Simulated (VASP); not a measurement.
Runs of VASP 6.6.1 on MoP. The structure is that of space group P-6m2 (No. 187), or close to it. The cells are those of the table. 

```csv
task,cell,gap on the mesh (eV),pressure (GPa)
relaxation of cell and atoms,"relaxed to 5 GPa from a = 3.223, b = 3.223, c = 3.191 Å, angles 90.0, 90.0, 120.0°, 2 atoms",none,5.0
relaxation of cell and atoms,"relaxed from a = 3.223, b = 3.223, c = 3.191 Å, angles 90.0, 90.0, 120.0°, 2 atoms",none,0.0
single point,"a = 3.114, b = 3.114, c = 3.128 Å, angles 90.0, 90.0, 120.0°, 2 atoms",none,20.4
relaxation of cell and atoms,"relaxed to 20 GPa from a = 3.223, b = 3.223, c = 3.191 Å, angles 90.0, 90.0, 120.0°, 2 atoms",none,20.0
single point,"a = 3.157, b = 3.157, c = 3.148 Å, angles 90.0, 90.0, 120.0°, 2 atoms",none,10.3
relaxation of cell and atoms,"relaxed to 10 GPa from a = 3.223, b = 3.223, c = 3.191 Å, angles 90.0, 90.0, 120.0°, 2 atoms",none,10.0
relaxation of cell and atoms,"relaxed to 30 GPa from a = 3.223, b = 3.223, c = 3.191 Å, angles 90.0, 90.0, 120.0°, 2 atoms",none,30.0
single point,"a = 3.207, b = 3.207, c = 3.172 Å, angles 90.0, 90.0, 120.0°, 2 atoms",none,(a)
```

Alike in all rows: level PBEsol; potentials or basis VASP PAW PBE potentials, release 64 (Mo_sv, P); no spin polarisation; k mesh 10 × 10 × 8; cutoff (eV) 500; smearing fermi-dirac 0.05 eV.

Problem. Fill in the values left out.

Solution. (a) 0.3.

Caveats: the PAW data sets were made with another functional, which shifts forces and pressure a little; an odd number of electrons without spin polarisation forces a metal; a magnetic or distorted state may lie lower; the cell is relaxed towards a set pressure, so the run minimises the enthalpy, not the energy (at least some runs); the cell stands under pressure (at least some runs).

A k mesh can miss the band edges, and the runs leave out spin-orbit coupling on Mo.

A gap of «none» marks levels without a gap at the run's occupations.
